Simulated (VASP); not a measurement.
# Ag (Fm-3m) in VASP: a series of runs

Runs on Ag. Level: PBE+D3(BJ). Tasks: single point, relaxation of cell and atoms.

Program: VASP 6.6.1. These are calculated values, not measurements. Logs are shortened: lines on timing, memory, paths and dates and some standing lists are left out, and cuts for length are marked.

### 1 The cell of the first run

The structure is cubic, space group Fm-3m (No. 225). Conventional cell: a = 4.073 Å, b = 4.073 Å, c = 4.073 Å, α = 90.00°, β = 90.00°, γ = 90.00°. Within 3.8 Å of Ag (site symmetry m-3m) lie 12 Ag at 2.88 Å.

### 2 Single point, PBE+D3(BJ)

Input file INCAR:

```
SYSTEM = Ag
  ALGO = Normal
  EDIFF = 1E-7
  ENCUT = 520
  GGA = PE
  ISIF = 2
  ISMEAR = 0
  IVDW = 12
  LASPH = .TRUE.
  LCHARG = .FALSE.
  LREAL = .FALSE.
  LWAVE = .FALSE.
  NBANDS = 12
  NELM = 80
  PREC = Accurate
  SIGMA = 0.1
```

Input file KPOINTS:

```
k-points
0
G
  18 18 18
  0 0 0
```

Input file POSCAR:

```
Ag
1.0
    0.0000000000      2.0365181686      2.0365181686
    2.0365181686      0.0000000000      2.0365181686
    2.0365181686      2.0365181686      0.0000000000
Ag
1
Direct
    0.0000000000      0.0000000000      0.0000000000
```

Potentials or basis: VASP PAW PBE potentials, release 64 (Ag).

Run with:

```console
> cat potpaw_PBE.64/Ag/POTCAR > POTCAR
> mpirun -np 1 vasp_std > vasp.out
```

OUTCAR:

```text
SYSTEM = Ag
   EDIFF = 1E-7
   ENCUT = 520
   GGA = PE
   ISIF = 2
   ISMEAR = 0
   IVDW = 12
   LASPH = .TRUE.
   LREAL = .FALSE.
   NELM = 80
   PREC = Accurate
 IVDW          = 12

 ion  position               nearest neighbor table
   1  0.000  0.000  0.000-

  LATTYP: Found a face centered cubic cell.
 ALAT       =     4.0730363372

  Lattice vectors:

 A1 = (   0.0000000000,   2.0365181686,   2.0365181686)
 A2 = (   2.0365181686,   0.0000000000,   2.0365181686)
 A3 = (   2.0365181686,   2.0365181686,   0.0000000000)

Analysis of symmetry for initial positions (statically):
=====================================================================
 Subroutine PRICEL returns:
 Original cell was already a primitive cell.

 Routine SETGRP: Setting up the symmetry group for a
 face centered cubic supercell.

 Subroutine GETGRP returns: Found 48 space group operations
 (whereof 48 operations were pure point group operations)
 out of a pool of 48 trial point group operations.

The static configuration has the point symmetry O_h .

Analysis of symmetry for dynamics (positions and initial velocities):
=====================================================================
 Subroutine PRICEL returns:
 Original cell was already a primitive cell.

 Routine SETGRP: Setting up the symmetry group for a
 face centered cubic supercell.

 Subroutine GETGRP returns: Found 48 space group operations
 (whereof 48 operations were pure point group operations)
 out of a pool of 48 trial point group operations.

The dynamic configuration has the point symmetry O_h .

 Subroutine INISYM returns: Found 48 space group operations
 (whereof 48 operations are pure point group operations),
 and found     1 'primitive' translations

----------------------------------------------------------------------------------------

                                     Primitive cell

  volume of cell :      16.8925

  direct lattice vectors                    reciprocal lattice vectors
     0.000000000  2.036518169  2.036518169    -0.245517083  0.245517083  0.245517083
     2.036518169  0.000000000  2.036518169     0.245517083 -0.245517083  0.245517083
     2.036518169  2.036518169  0.000000000     0.245517083  0.245517083 -0.245517083

  length of vectors
     2.880071614  2.880071614  2.880071614     0.425248062  0.425248062  0.425248062

  position of ions in fractional coordinates (direct lattice)
     0.000000000  0.000000000  0.000000000

  ion indices of the primitive-cell ions
   primitive index   ion index
                 1           1

----------------------------------------------------------------------------------------

 KPOINTS: k-points

Automatic generation of k-mesh.
 Grid dimensions read from file:
 generate k-points for:   18   18   18

 Generating k-lattice:

  Cartesian coordinates                     Fractional coordinates (reciprocal lattice)
    -0.013639838  0.013639838  0.013639838     0.055555556  0.000000000  0.000000000
     0.013639838 -0.013639838  0.013639838     0.000000000  0.055555556  0.000000000
     0.013639838  0.013639838 -0.013639838     0.000000000  0.000000000  0.055555556

  Length of vectors
     0.023624892  0.023624892  0.023624892

  Shift w.r.t. Gamma in fractional coordinates (k-lattice)
     0.000000000  0.000000000  0.000000000

 Subroutine IBZKPT returns following result:
 ===========================================

 Found    195 irreducible k-points:

 Following reciprocal coordinates:
            Coordinates               Weight
  0.000000  0.000000  0.000000      1.000000
  0.055556  0.000000  0.000000      8.000000
  0.111111  0.000000  0.000000      8.000000
  0.166667  0.000000  0.000000      8.000000
  0.222222  0.000000  0.000000      8.000000
  0.277778  0.000000  0.000000      8.000000
[... 16 lines left out ...]
 -0.277778  0.055556  0.000000     24.000000
 -0.222222  0.055556  0.000000     24.000000
 [... further k-points ...]
   k-points           NKPTS =    195   k-points in BZ     NKDIM =    195   number of bands    NBANDS=     12
   number of dos      NEDOS =    301   number of ions     NIONS =      1
   total plane-waves  NPLWV =  13824
   dimension x,y,z NGX =    24 NGY =   24 NGZ =   24
   dimension x,y,z NGXF=    48 NGYF=   48 NGZF=   48
   ions per type =               1
   NGX,Y,Z   is equivalent  to a cutoff of  13.85, 13.85, 13.85 a.u.
   NGXF,Y,Z  is equivalent  to a cutoff of  27.71, 27.71, 27.71 a.u.
 SYSTEM =  Ag
   PREC   = accura    normal or accurate (medium, high low for compatibility)
   ISTART =      0    job   : 0-new  1-cont  2-samecut
   ICHARG =      2    charge: 1-file 2-atom 10-const
   ISPIN  =      1    spin polarized calculation?
   LNONCOLLINEAR =      F non collinear calculations
   LSORBIT =      F    spin-orbit coupling
   LASPH  =      T    aspherical Exc in radial PAW
   ENCUT  =  520.0 eV  38.22 Ry    6.18 a.u.   5.36  5.36  5.36*2*pi/ulx,y,z
   NELM   =     80;   NELMIN=  2; NELMDL= -5     # of ELM steps
   EDIFF  = 0.1E-06   stopping-criterion for ELM
   LREAL  =      F    real-space projection
   EDIFFG = 0.1E-05   stopping-criterion for IOM
   NSW    =      0    number of steps for IOM
   IBRION =     -1    ionic relax: 0-MD 1-quasi-New 2-CG
   NFREE  =      0    steps in history (QN), initial steepest desc. (CG)
   ISIF   =      2    stress and relaxation
   ISYM   =      2    0-nonsym 1-usesym 2-fastsym
   POTIM  = 0.5000    time-step for ionic-motion
   TEBEG  =    0.0;   TEEND  =   0.0 temperature during run
   PSTRESS=    0.0 pullay stress
   NELECT =      11.0000    total number of electrons
   NUPDOWN=      -1.0000    fix difference up-down
   EMIN   =  10.00;   EMAX   =-10.00  energy-range for DOS
   EFERMI =   0.00;   METHOD = LEGACY
   ISMEAR =     0;   SIGMA  =   0.10  broadening in eV -4-tet -1-fermi 0-gaus
   EFERMI_NEDOS =   21; number of points for ismear=-14 and -15
   IALGO  =     38    algorithm
   IMIX   =      4    mixing-type and parameters
     AMIX     =   0.40;   BMIX     =  1.00
     AMIX_MAG =   1.60;   BMIX_MAG =  1.00
  volume/ion in A,a.u.               =      16.89       114.00
  Fermi-wavevector in a.u.,A,eV,Ry     =   1.418973  2.681470 27.395115  2.013484
  Thomas-Fermi vector in A             =   2.540042
   LORBIT       =      0    0 simple, 1 ext, 2 COOP (PROOUT), +10 PAW based schemes
   GGA     = PE    functional components
   LHFCALC =     F    Hartree Fock is set to
   AEXX    =    0.0000 exact exchange contribution
   IVDW    =    12    specifies the selected vdW correction
   LEPSILON=     F    determine dielectric tensor
   LRPA    =     F    only Hartree local field effects (RPA)
 non-spin polarized calculation
 Gauss-broadening in eV      SIGMA  =   0.10
  energy-cutoff  :      520.00
  volume of cell :       16.89
 maximum number of plane-waves:       469
 NGX is ok and might be reduce to    24
   NGX = 11   NGY = 11   NGZ = 11

 number of electron      10.9999999 magnetization

 Free energy of the ion-electron system (eV)
  ---------------------------------------------------
  ext. energy  EPLUGINS =         0.00000000
  ---------------------------------------------------
  free energy    TOTEN  =        -2.70505643 eV

  energy without entropy =       -2.70408234  energy(sigma->0) =       -2.70456939

 E-fermi :   8.5317     XC(G=0): -12.2654

 val. band max:        8.4935652441   @ k =   0.5000   0.1667   0.0556
 cond. band min:       8.6710876962   @ k =   0.5000   0.3333   0.1111
 fundamental gap:      0.1775224521
 Fermi energy:         8.5316747910

 k-point     1 :       0.0000    0.0000    0.0000
  band No.  band energies     occupation
      1       0.7237      2.00000
      2       3.7203      2.00000
      3       3.7203      2.00000
      4       3.7203      2.00000
      5       4.7716      2.00000
      6       4.7716      2.00000
      7      24.6048      0.00000
      8      28.2385      0.00000
      9      28.2385      0.00000
     10      28.2385      0.00000
     11      33.0673      0.00000
     12      34.2712      0.00000

 k-point     2 :       0.0556    0.0000    0.0000
  band No.  band energies     occupation
      1       0.8212      2.00000
      2       3.6973      2.00000
      3       3.7477      2.00000
      4       3.7477      2.00000
      5       4.7609      2.00000
      6       4.7609      2.00000
      7      24.6301      0.00000
      8      27.3973      0.00000
      9      28.2824      0.00000
     10      28.2824      0.00000
     11      33.2071      0.00000
     12      34.1485      0.00000

 k-point     3 :       0.1111    0.0000    0.0000
  band No.  band energies     occupation
      1       1.1029      2.00000
      2       3.6435      2.00000
      3       3.8190      2.00000
      4       3.8190      2.00000
      5       4.7398      2.00000
      6       4.7398      2.00000
      7      24.4086      0.00000
      8      25.9756      0.00000
      9      28.3906      0.00000
     10      28.3906      0.00000
     11      32.3641      0.00000
     12      33.7293      0.00000
[... 286 lines left out ...]
 k-point    23 :      -0.2778    0.0556    0.0000
  band No.  band energies     occupation
      1       2.2943      2.00000
      2       3.8533      2.00000
      3       3.9162      2.00000
      4       4.3489      2.00000
      5       4.9168      2.00000
      6       5.4240      2.00000
      7      18.0484      0.00000
      8      24.5367      0.00000
      9      26.7530      0.00000
     10      29.2100      0.00000
     11      30.9300      0.00000
     12      31.1570      0.00000

 k-point    24 :      -0.2222    0.0556    0.0000
  band No.  band energies     occupation
      1       2.1458      2.00000
      2       3.7279      2.00000
      3       3.9684      2.00000
      4       3.9872      2.00000
      5       4.7225      2.00000
      6       5.0948      2.00000
      7      20.1990      0.00000
      8      24.8515      0.00000
      9      27.2958      0.00000
     10      29.8958      0.00000
     11      30.4175      0.00000
     12      31.4346      0.00000

 [... further k-points ...]

------------------------ aborting loop because EDIFF is reached ----------------------------------------

 Edisp (eV)   -0.59460

 E8    (eV) :    -0.2599

  FORCE on cell =-STRESS in cart. coord.  units (eV):
  Direction    XX          YY          ZZ          XY          YZ          ZX
  --------------------------------------------------------------------------------------
  -------------------------------------------------------------------------------------
  Total      -0.01770    -0.01770    -0.01770    -0.00000     0.00000     0.00000
  in kB      -1.67843    -1.67843    -1.67843    -0.00000     0.00000     0.00000
  external pressure =       -1.68 kB  Pullay stress =        0.00 kB

 VOLUME and BASIS-vectors are now :
 -----------------------------------------------------------------------------
  energy-cutoff  :      520.00
  volume of cell :       16.89
      direct lattice vectors                 reciprocal lattice vectors
     0.000000000  2.036518169  2.036518169    -0.245517083  0.245517083  0.245517083
     2.036518169  0.000000000  2.036518169     0.245517083 -0.245517083  0.245517083
     2.036518169  2.036518169  0.000000000     0.245517083  0.245517083 -0.245517083

 POSITION                                       TOTAL-FORCE (eV/Angst)
 -----------------------------------------------------------------------------------
      0.00000      0.00000      0.00000         0.000000      0.000000      0.000000
 -----------------------------------------------------------------------------------
    total drift:                                0.000000     -0.000000     -0.000000

  FREE ENERGIE OF THE ION-ELECTRON SYSTEM (eV)
  ---------------------------------------------------
  free  energy   TOTEN  =        -3.2996529863 eV

  energy  without entropy=       -3.2986788970  energy(sigma->0) =       -3.29916594
```

Run time: 14 s. Hardware: 1 thread of Intel Xeon Platinum 8559C (Emerald Rapids), shared host; peak memory 0.18 GiB.

What came out:

```
Free energy                : -3.2997 eV
Pressure                   : -0.2 GPa
Dispersion energy per atom : -0.595 eV
```

Levels at points of the mesh, in eV from the Fermi level:
```
           k point  band 3  band 4  band 5  band 6  band 7  band 8  band 9  band 10
(0.00, 0.00, 0.00)   -4.81   -4.81   -3.76   -3.76   16.07   19.71   19.71    19.71
(0.50, 0.00, 0.00)   -4.83   -2.95   -2.95   -0.40    3.69   15.31   18.00    18.00
(0.50, 0.50, 0.00)   -2.98   -2.74   -2.74    1.63    6.84   10.74   10.74    17.32
```

Caveat: pairwise dispersion overbinds metals, which lowers pressure and volume.

### 3 Relaxation of cell and atoms, PBE+D3(BJ)

This run uses another cell than the first one, of 17.83 Å³/atom, 1.056 times its volume.

Input file INCAR:

```
SYSTEM = Ag
PREC = Accurate
ENCUT = 600
EDIFF = 1E-7
ISMEAR = 0
SIGMA = 0.1
LREAL = .False.
LASPH = .True.
NELM = 80
ALGO = Normal
ISIF = 3
LWAVE = .False.
LCHARG = .False.
GGA = PE
IVDW = 12
IBRION = 2
NSW = 70
EDIFFG = -0.005
```

Input file KPOINTS:

```
Automatic mesh
0
Gamma
  18 18 18
  0 0 0
```

Input file POSCAR:

```
Ag
1.0
    0.0000000000      2.0735893378      2.0735893378
    2.0735893378      0.0000000000      2.0735893378
    2.0735893378      2.0735893378      0.0000000000
Ag
1
Direct
    0.0000000000      0.0000000000      0.0000000000
```

Potentials or basis: VASP PAW PBE potentials, release 64 (Ag).

Run with:

```console
> cat potpaw_PBE.64/Ag/POTCAR > POTCAR
> mpirun -np 1 vasp_std > vasp.out
```

OUTCAR:

```text
SYSTEM = Ag
   PREC = Accurate
   ENCUT = 600
   EDIFF = 1E-7
   ISMEAR = 0
   LREAL = .False.
   LASPH = .True.
   NELM = 80
   ISIF = 3
   GGA = PE
   IVDW = 12
   IBRION = 2
   NSW = 70
   EDIFFG = -0.005
 IVDW          = 12

 ion  position               nearest neighbor table
   1  0.000  0.000  0.000-

  LATTYP: Found a face centered cubic cell.
 ALAT       =     4.1471786756

  Lattice vectors:

 A1 = (   0.0000000000,   2.0735893378,   2.0735893378)
 A2 = (   2.0735893378,   0.0000000000,   2.0735893378)
 A3 = (   2.0735893378,   2.0735893378,   0.0000000000)

Analysis of symmetry for initial positions (statically):
=====================================================================
 Subroutine PRICEL returns:
 Original cell was already a primitive cell.

 Routine SETGRP: Setting up the symmetry group for a
 face centered cubic supercell.

 Subroutine GETGRP returns: Found 48 space group operations
 (whereof 48 operations were pure point group operations)
 out of a pool of 48 trial point group operations.

The static configuration has the point symmetry O_h .

Analysis of symmetry for dynamics (positions and initial velocities):
=====================================================================
 Subroutine PRICEL returns:
 Original cell was already a primitive cell.

 Routine SETGRP: Setting up the symmetry group for a
 face centered cubic supercell.

 Subroutine GETGRP returns: Found 48 space group operations
 (whereof 48 operations were pure point group operations)
 out of a pool of 48 trial point group operations.

The dynamic configuration has the point symmetry O_h .

 Subroutine INISYM returns: Found 48 space group operations
 (whereof 48 operations are pure point group operations),
 and found     1 'primitive' translations

----------------------------------------------------------------------------------------

                                     Primitive cell
[... 97 lines left out ...]
   POTIM  = 0.5000    time-step for ionic-motion
   TEBEG  =    0.0;   TEEND  =   0.0 temperature during run
   PSTRESS=    0.0 pullay stress
   NELECT =      11.0000    total number of electrons
   NUPDOWN=      -1.0000    fix difference up-down
   EMIN   =  10.00;   EMAX   =-10.00  energy-range for DOS
   EFERMI =   0.00;   METHOD = LEGACY
   ISMEAR =     0;   SIGMA  =   0.10  broadening in eV -4-tet -1-fermi 0-gaus
   EFERMI_NEDOS =   21; number of points for ismear=-14 and -15
   IALGO  =     38    algorithm
   IMIX   =      4    mixing-type and parameters
     AMIX     =   0.40;   BMIX     =  1.00
     AMIX_MAG =   1.60;   BMIX_MAG =  1.00
  volume/ion in A,a.u.               =      17.83       120.34
  Fermi-wavevector in a.u.,A,eV,Ry     =   1.393605  2.633531 26.424343  1.942134
  Thomas-Fermi vector in A             =   2.517235
   LORBIT       =      0    0 simple, 1 ext, 2 COOP (PROOUT), +10 PAW based schemes
   GGA     = PE    functional components
   LHFCALC =     F    Hartree Fock is set to
   AEXX    =    0.0000 exact exchange contribution
   IVDW    =    12    specifies the selected vdW correction
   LEPSILON=     F    determine dielectric tensor
   LRPA    =     F    only Hartree local field effects (RPA)
 conjugate gradient relaxation of ions
 non-spin polarized calculation
 Gauss-broadening in eV      SIGMA  =   0.10
  energy-cutoff  :      600.00
  volume of cell :       17.83
 maximum number of plane-waves:       609
   NGX = 11   NGY = 11   NGZ = 11

--------------------------------------- Ionic step        1  -------------------------------------------

 number of electron      11.0000000 magnetization

 Free energy of the ion-electron system (eV)
  ---------------------------------------------------
  ext. energy  EPLUGINS =         0.00000000
  ---------------------------------------------------
  free energy    TOTEN  =        -2.72054886 eV

  energy without entropy =       -2.71946350  energy(sigma->0) =       -2.72000618

------------------------ aborting loop because EDIFF is reached ----------------------------------------

 Edisp (eV)   -0.56232

 E8    (eV) :    -0.2456
[... 69 lines left out ...]
--------------------------------------- Ionic step        3  -------------------------------------------

 number of electron      11.0000000 magnetization

 Free energy of the ion-electron system (eV)
  ---------------------------------------------------
  ext. energy  EPLUGINS =         0.00000000
  ---------------------------------------------------
  free energy    TOTEN  =        -2.70448557 eV

  energy without entropy =       -2.70351235  energy(sigma->0) =       -2.70399896

 E-fermi :   8.5517     XC(G=0): -12.2741

 val. band max:        8.5132371512   @ k =   0.5000   0.1667   0.0556
 cond. band min:       8.6918010373   @ k =   0.5000   0.3333   0.1111
 fundamental gap:      0.1785638860
 Fermi energy:         8.5517217736

 k-point     1 :       0.0000    0.0000    0.0000
  band No.  band energies     occupation
      1       0.7329      2.00000
      2       3.7347      2.00000
      3       3.7347      2.00000
      4       3.7347      2.00000
      5       4.7887      2.00000
      6       4.7887      2.00000
      7      24.6273      0.00000
      8      28.2697      0.00000
      9      28.2697      0.00000
[... 265 lines left out ...]
 k-point    24 :      -0.2222    0.0556    0.0000
  band No.  band energies     occupation
      1       2.1566      2.00000
      2       3.7418      2.00000
      3       3.9834      2.00000
      4       4.0020      2.00000
      5       4.7394      2.00000
      6       5.1124      2.00000
      7      20.2299      0.00000
      8      24.8790      0.00000
      9      27.3305      0.00000

 [... further k-points ...]

------------------------ aborting loop because EDIFF is reached ----------------------------------------

 Edisp (eV)   -0.59548

 E8    (eV) :    -0.2603
[... 24 lines left out ...]
  FREE ENERGIE OF THE ION-ELECTRON SYSTEM (eV)
  ---------------------------------------------------
  free  energy   TOTEN  =        -3.2999628769 eV

  energy  without entropy=       -3.2989896560  energy(sigma->0) =       -3.29947627

 reached required accuracy - stopping structural energy minimisation
```

It took 31 s on 1 thread of Intel Xeon Platinum 8559C (Emerald Rapids), shared host; peak memory 0.19 GiB.

Results:

- Free energy: -3.3000 eV
- Relaxed volume: 16.87 Å³/atom
- Relaxed cell: a = 2.879 Å, b = 2.879 Å, c = 2.879 Å, α = 60.00°, β = 60.00°, γ = 60.00°
- Space group after relaxing (to 0.05 Å): Fm-3m (No. 225)
- Energy gained by relaxing: 17.1 meV/atom
- Ionic steps: 3
- Pressure after relaxing: 0.0 GPa
- Dispersion energy per atom: -0.595 eV

Step by step:
```
step  energy change (eV)  largest force (eV/Å)  pressure (GPa)  volume (Å³)
   1              0.0000                0.0000           -5.32        17.83
   2             -0.0110                0.0000            3.87        16.35
   3             -0.0171                0.0000            0.00        16.87
```

Final structure:
```xyz
1
Lattice="0.0000 2.0355 2.0355 2.0355 0.0000 2.0355 2.0355 2.0355 0.0000" Properties=species:S:1:pos:R:3 pbc="T T T"
Ag    0.0000    0.0000    0.0000
```

Caveat: pairwise dispersion overbinds metals, which lowers pressure and volume.
